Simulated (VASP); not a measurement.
# TlZnO2 (P4/mmm) in VASP: single point with PBE

Aim: the single point of TlZnO2 with PBE.

Program: VASP 6.6.1. These are calculated values, not measurements. Logs are shortened: lines on timing, memory, paths and dates and some standing lists are left out, and cuts for length are marked.

### 1 The cell of the first run

The structure is tetragonal, space group P4/mmm (No. 123). The conventional cell has a = 4.063 Å, b = 4.063 Å, c = 3.469 Å, α = 90.00°, β = 90.00°, γ = 90.00°. Zn (site symmetry 4/mmm) has 4 O at 2.03 Å within 2.7 Å. Tl (site symmetry 4/mmm) has 8 O at 2.67 Å and 8 Zn at 3.36 Å and 2 Tl at 3.47 Å within 3.5 Å. Within 2.7 Å of O (site symmetry mmm) lie 2 Zn at 2.03 Å and 4 Tl at 2.67 Å.

### 2 Single point, PBE

Input file INCAR:

```
SYSTEM = TlZnO2
PREC     = Accurate       ! precision mode
ENCUT    = 520            ! plane-wave cutoff, eV
EDIFF    = 1E-6           ! SCF threshold, eV
ISMEAR   = 0              ! smearing method
SIGMA    = 0.1            ! smearing width, eV
LREAL    = .FALSE.        ! projectors in reciprocal space
LASPH    = .TRUE.         ! aspherical terms in the spheres
NELM     = 100            ! most SCF steps
ALGO     = Fast           ! electronic algorithm
ISIF     = 2              ! what is computed and relaxed
LWAVE    = .FALSE.        ! write WAVECAR
LCHARG   = .FALSE.        ! write CHGCAR
GGA      = PE             ! functional
NBANDS   = 26             ! bands
```

Input file KPOINTS:

```
regular mesh
0
G
  12 12 14
  0 0 0
```

Input file POSCAR:

```
TlZnO2
1.0
    4.0625586005      0.0000000000      0.0000000000
    0.0000000000      4.0625586005      0.0000000000
    0.0000000000      0.0000000000      3.4691451502
Zn Tl O
1 1 2
Direct
    0.0000000000      0.0000000000      0.0000000000
    0.5000000000      0.5000000000      0.5000000000
    0.5000000000      0.0000000000      0.0000000000
    0.0000000000      0.5000000000      0.0000000000
```

Potentials or basis: VASP PAW PBE potentials, release 64 (Zn, Tl_d, O).

Run with:

```
$ cat potpaw_PBE.64/Zn/POTCAR potpaw_PBE.64/Tl_d/POTCAR potpaw_PBE.64/O/POTCAR > POTCAR
$ mpirun -np 1 vasp_std > vasp.out
```

OUTCAR:

```text
SYSTEM = TlZnO2
   PREC = Accurate
   ENCUT = 520
   EDIFF = 1E-6
   ISMEAR = 0
   LREAL = .FALSE.
   LASPH = .TRUE.
   NELM = 100
   ISIF = 2
   GGA = PE

 ion  position               nearest neighbor table
   1  0.000  0.000  0.000-   3 2.03   4 2.03   4 2.03   3 2.03   2 3.36   2 3.36   2 3.36   2 3.36
                             2 3.36   2 3.36   2 3.36   2 3.36
   2  0.500  0.500  0.500-   3 2.67   4 2.67   3 2.67   4 2.67   3 2.67   3 2.67   4 2.67   4 2.67
                             1 3.36   1 3.36   1 3.36   1 3.36   1 3.36   1 3.36   1 3.36   1 3.36
   3  0.500  0.000  0.000-   1 2.03   1 2.03   2 2.67   2 2.67   2 2.67   2 2.67
   4  0.000  0.500  0.000-   1 2.03   1 2.03   2 2.67   2 2.67   2 2.67   2 2.67

  LATTYP: Found a simple tetragonal cell.
 ALAT       =     4.0625586005
 C/A-ratio  =     0.8539311039

  Lattice vectors:

 A1 = (   4.0625586005,   0.0000000000,   0.0000000000)
 A2 = (   0.0000000000,   4.0625586005,   0.0000000000)
 A3 = (   0.0000000000,   0.0000000000,   3.4691451502)

Analysis of symmetry for initial positions (statically):
=====================================================================
 Subroutine PRICEL returns:
 Original cell was already a primitive cell.

 Routine SETGRP: Setting up the symmetry group for a
 simple tetragonal supercell.

 Subroutine GETGRP returns: Found 16 space group operations
 (whereof 16 operations were pure point group operations)
 out of a pool of 16 trial point group operations.

The static configuration has the point symmetry D_4h.

Analysis of symmetry for dynamics (positions and initial velocities):
=====================================================================
 Subroutine PRICEL returns:
 Original cell was already a primitive cell.

 Routine SETGRP: Setting up the symmetry group for a
 simple tetragonal supercell.

 Subroutine GETGRP returns: Found 16 space group operations
 (whereof 16 operations were pure point group operations)
 out of a pool of 16 trial point group operations.

The dynamic configuration has the point symmetry D_4h.

 Subroutine INISYM returns: Found 16 space group operations
 (whereof 16 operations are pure point group operations),
 and found     1 'primitive' translations

----------------------------------------------------------------------------------------

                                     Primitive cell

  volume of cell :      57.2561

  direct lattice vectors                    reciprocal lattice vectors
     4.062558601  0.000000000  0.000000000     0.246150296  0.000000000  0.000000000
     0.000000000  4.062558601  0.000000000     0.000000000  0.246150296  0.000000000
     0.000000000  0.000000000  3.469145150     0.000000000  0.000000000  0.288255451

  length of vectors
     4.062558601  4.062558601  3.469145150     0.246150296  0.246150296  0.288255451

  position of ions in fractional coordinates (direct lattice)
     0.000000000  0.000000000  0.000000000
     0.500000000  0.500000000  0.500000000
     0.500000000  0.000000000  0.000000000
     0.000000000  0.500000000  0.000000000

  ion indices of the primitive-cell ions
   primitive index   ion index
                 1           1
                 2           2
                 3           3
                 4           4

----------------------------------------------------------------------------------------

 KPOINTS: regular mesh

Automatic generation of k-mesh.
 Grid dimensions read from file:
 generate k-points for:   12   12   14

 Generating k-lattice:

  Cartesian coordinates                     Fractional coordinates (reciprocal lattice)
     0.020512525  0.000000000  0.000000000     0.083333333  0.000000000  0.000000000
     0.000000000  0.020512525  0.000000000     0.000000000  0.083333333  0.000000000
     0.000000000  0.000000000  0.020589675     0.000000000  0.000000000  0.071428571

  Length of vectors
     0.020512525  0.020512525  0.020589675

  Shift w.r.t. Gamma in fractional coordinates (k-lattice)
     0.000000000  0.000000000  0.000000000

 Subroutine IBZKPT returns following result:
 ===========================================

 Found    224 irreducible k-points:

 Following reciprocal coordinates:
            Coordinates               Weight
  0.000000  0.000000  0.000000      1.000000
  0.083333  0.000000  0.000000      4.000000
  0.166667  0.000000  0.000000      4.000000
  0.250000  0.000000  0.000000      4.000000
  0.333333  0.000000  0.000000      4.000000
  0.416667  0.000000  0.000000      4.000000
[... 16 lines left out ...]
  0.333333  0.333333  0.000000      4.000000
  0.416667  0.333333  0.000000      8.000000
 [... further k-points ...]
   k-points           NKPTS =    224   k-points in BZ     NKDIM =    224   number of bands    NBANDS=     26
   number of dos      NEDOS =    301   number of ions     NIONS =      4
   total plane-waves  NPLWV =  25200
   dimension x,y,z NGX =    30 NGY =   30 NGZ =   28
   dimension x,y,z NGXF=    60 NGYF=   60 NGZF=   56
   ions per type =               1   1   2
   NGX,Y,Z   is equivalent  to a cutoff of  12.28, 12.28, 13.42 a.u.
   NGXF,Y,Z  is equivalent  to a cutoff of  24.55, 24.55, 26.84 a.u.
 SYSTEM =  TlZnO2
   PREC   = accura    normal or accurate (medium, high low for compatibility)
   ISTART =      0    job   : 0-new  1-cont  2-samecut
   ICHARG =      2    charge: 1-file 2-atom 10-const
   ISPIN  =      1    spin polarized calculation?
   LNONCOLLINEAR =      F non collinear calculations
   LSORBIT =      F    spin-orbit coupling
   LASPH  =      T    aspherical Exc in radial PAW
   ENCUT  =  520.0 eV  38.22 Ry    6.18 a.u.   7.55  7.55  6.45*2*pi/ulx,y,z
   NELM   =    100;   NELMIN=  2; NELMDL= -5     # of ELM steps
   EDIFF  = 0.1E-05   stopping-criterion for ELM
   LREAL  =      F    real-space projection
   EDIFFG = 0.1E-04   stopping-criterion for IOM
   NSW    =      0    number of steps for IOM
   IBRION =     -1    ionic relax: 0-MD 1-quasi-New 2-CG
   NFREE  =      0    steps in history (QN), initial steepest desc. (CG)
   ISIF   =      2    stress and relaxation
   ISYM   =      2    0-nonsym 1-usesym 2-fastsym
   POTIM  = 0.5000    time-step for ionic-motion
   TEBEG  =    0.0;   TEEND  =   0.0 temperature during run
   PSTRESS=    0.0 pullay stress
   NELECT =      37.0000    total number of electrons
   NUPDOWN=      -1.0000    fix difference up-down
   EMIN   =  10.00;   EMAX   =-10.00  energy-range for DOS
   EFERMI =   0.00;   METHOD = LEGACY
   ISMEAR =     0;   SIGMA  =   0.10  broadening in eV -4-tet -1-fermi 0-gaus
   EFERMI_NEDOS =   21; number of points for ismear=-14 and -15
   IALGO  =     68    algorithm
   IMIX   =      4    mixing-type and parameters
     AMIX     =   0.40;   BMIX     =  1.00
     AMIX_MAG =   1.60;   BMIX_MAG =  1.00
  volume/ion in A,a.u.               =      14.31        96.60
  Fermi-wavevector in a.u.,A,eV,Ry     =   1.415364  2.674650 27.255944  2.003255
  Thomas-Fermi vector in A             =   2.536810
   LORBIT       =      0    0 simple, 1 ext, 2 COOP (PROOUT), +10 PAW based schemes
   GGA     = PE    functional components
   LHFCALC =     F    Hartree Fock is set to
   AEXX    =    0.0000 exact exchange contribution
   IVDW    =     0    specifies the selected vdW correction
   LEPSILON=     F    determine dielectric tensor
   LRPA    =     F    only Hartree local field effects (RPA)
 non-spin polarized calculation
 RMM-DIIS sequential band-by-band and
 Gauss-broadening in eV      SIGMA  =   0.10
  energy-cutoff  :      520.00
  volume of cell :       57.26
 maximum number of plane-waves:      1572
   NGX = 15   NGY = 15   NGZ = 13

 number of electron      36.9999991 magnetization

 Free energy of the ion-electron system (eV)
  ---------------------------------------------------
  ext. energy  EPLUGINS =         0.00000000
  ---------------------------------------------------
  free energy    TOTEN  =       -15.85842723 eV

  energy without entropy =      -15.85005982  energy(sigma->0) =      -15.85424353

 E-fermi :   4.4462     XC(G=0): -10.9341

 val. band max:        4.4367841667   @ k =   0.4167   0.0000   0.0714
 cond. band min:       4.4627625429   @ k =   0.4167   0.4167   0.2143
 fundamental gap:      0.0259783762
 Fermi energy:         4.4462438945

 k-point     1 :       0.0000    0.0000    0.0000
  band No.  band energies     occupation
      1     -13.8997      2.00000
      2     -12.7713      2.00000
      3      -6.3304      2.00000
      4      -6.1306      2.00000
      5      -5.9822      2.00000
      6      -5.9563      2.00000
[... 18 lines left out ...]
     25      16.0255      0.00000
     26      16.9529      0.00000

 k-point     2 :       0.0833    0.0000    0.0000
  band No.  band energies     occupation
      1     -13.8747      2.00000
      2     -12.7814      2.00000
      3      -6.3294      2.00000
      4      -6.1357      2.00000
      5      -5.9854      2.00000
      6      -5.9648      2.00000
[... 18 lines left out ...]
     25      16.2573      0.00000
     26      17.2066      0.00000

 k-point     3 :       0.1667    0.0000    0.0000
  band No.  band energies     occupation
      1     -13.8014      2.00000
      2     -12.8130      2.00000
      3      -6.3288      2.00000
      4      -6.1494      2.00000
      5      -5.9925      2.00000
      6      -5.9876      2.00000
[... 18 lines left out ...]
     25      15.9848      0.00000
     26      16.4676      0.00000

 k-point     4 :       0.2500    0.0000    0.0000
  band No.  band energies     occupation
      1     -13.6871      2.00000
      2     -12.8703      2.00000
      3      -6.3329      2.00000
      4      -6.1680      2.00000
      5      -6.0182      2.00000
      6      -5.9977      2.00000
[... 18 lines left out ...]
     25      15.2553      0.00000
     26      15.7186      0.00000
[... 496 lines left out ...]
      1     -13.1499      2.00000
      2     -13.1208      2.00000
      3      -6.3516      2.00000
      4      -6.2961      2.00000
      5      -6.0799      2.00000
      6      -6.0290      2.00000
[... 18 lines left out ...]
     25      15.2315      0.00000
     26      17.0111      0.00000

 k-point    23 :       0.3333    0.3333    0.0000
  band No.  band energies     occupation
      1     -13.2845      2.00000
      2     -12.9790      2.00000
      3      -6.3460      2.00000
      4      -6.3003      2.00000
      5      -6.0503      2.00000
      6      -6.0480      2.00000
[... 18 lines left out ...]
     25      14.9125      0.00000
     26      16.8710      0.00000

 k-point    24 :       0.4167    0.3333    0.0000
  band No.  band energies     occupation
      1     -13.1820      2.00000
      2     -13.0217      2.00000
      3      -6.3551      2.00000
      4      -6.3306      2.00000
      5      -6.0724      2.00000
      6      -6.0493      2.00000
[... 18 lines left out ...]
     25      15.3906      0.00000
     26      16.6476      0.00000

 [... further k-points ...]

------------------------ aborting loop because EDIFF is reached ----------------------------------------

  FORCE on cell =-STRESS in cart. coord.  units (eV):
  Direction    XX          YY          ZZ          XY          YZ          ZX
  --------------------------------------------------------------------------------------
  -------------------------------------------------------------------------------------
  Total        0.2040166      0.2040166     -0.0004444      0.0000000     -0.0000000      0.0000000
  in kB        5.7089240      5.7089240     -0.0124352      0.0000000     -0.0000000      0.0000000
  external PRESSURE =       3.8018043 kB  Pullay stress =       0.0000000 kB

 VOLUME and BASIS-vectors are now :
 -----------------------------------------------------------------------------
  energy-cutoff  :      520.00
  volume of cell :       57.26
      direct lattice vectors                 reciprocal lattice vectors
     4.062558601  0.000000000  0.000000000     0.246150296  0.000000000  0.000000000
     0.000000000  4.062558601  0.000000000     0.000000000  0.246150296  0.000000000
     0.000000000  0.000000000  3.469145150     0.000000000  0.000000000  0.288255451

 POSITION                                       TOTAL-FORCE (eV/Angst)
 -----------------------------------------------------------------------------------
      0.00000      0.00000      0.00000         0.000000      0.000000      0.000000
      2.03128      2.03128      1.73457         0.000000      0.000000      0.000000
      2.03128      0.00000      0.00000         0.000000      0.000000      0.000000
      0.00000      2.03128      0.00000         0.000000      0.000000      0.000000
 -----------------------------------------------------------------------------------
    total drift:                                0.000000     -0.000000      0.000000

  FREE ENERGIE OF THE ION-ELECTRON SYSTEM (eV)
  ---------------------------------------------------
  free  energy   TOTEN  =       -15.8584272295 eV

  energy  without entropy=      -15.8500598239  energy(sigma->0) =      -15.85424353
```

Wall time 2.9 min (1 thread of AMD EPYC 9R14 (Zen 4), shared host); peak memory 0.38 GiB.

What came out:

| Property | Result |
| --- | --- |
| Free energy | -15.8584 eV |
| Pressure | 0.4 GPa |
| Band gap on the k mesh | zero (an odd number of electrons rules out a gap without spin polarisation) |

Stress tensor (GPa, compression positive):
```
0.57 0.00 0.00
0.00 0.57 0.00
0.00 0.00 0.00
```

Caveat: spin-orbit coupling is left out, which moves the levels of the heavy elements; an odd number of electrons without spin polarisation forces a metal; a magnetic or distorted state may lie lower.
